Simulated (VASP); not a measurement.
The system is InSb3.

```xyz
4
Lattice="4.8382 0.0000 0.0000 0.0000 4.8382 0.0000 0.0000 0.0000 4.8382" Properties=species:S:1:pos:R:3 pbc="T T T"
Sb    2.4191    2.4191    0.0000
Sb    0.0000    2.4191    2.4191
Sb    2.4191    0.0000    2.4191
In    0.0000    0.0000    0.0000
```

Base run:

```yaml
Program: VASP 6.6.1
Functional: PBEsol
Potentials_or_basis: VASP PAW PBE potentials, release 64 (Sb, In_d)
Cutoff: 520 eV
k_mesh: 6 × 6 × 6
Occupations: fermi-dirac, width 0.05 eV
Spin: no spin polarisation
```

Its results: band gap on the k mesh zero (band 14 reaches 10.86 eV, above the bottom of band 15 at 6.36 eV); pressure -3.6 GPa.

Problem. After a change of settings the same cell gave: band gap on the k mesh zero (band 14 reaches 10.77 eV, above the bottom of band 15 at 6.36 eV); pressure -4.6 GPa. Which change was it?
A. functional from PBEsol to PBE
B. functional from PBEsol to r2SCAN
C. functional from PBEsol to LDA; potentials or basis from VASP PAW PBE potentials, release 64 (Sb, In_d) to VASP PAW LDA potentials, release 64 (Sb, In_d)

Solution. C.

Caveats: spin-orbit coupling is left out, which moves the levels of the heavy elements; the PAW data sets were made with another functional, which shifts forces and pressure a little (some runs).
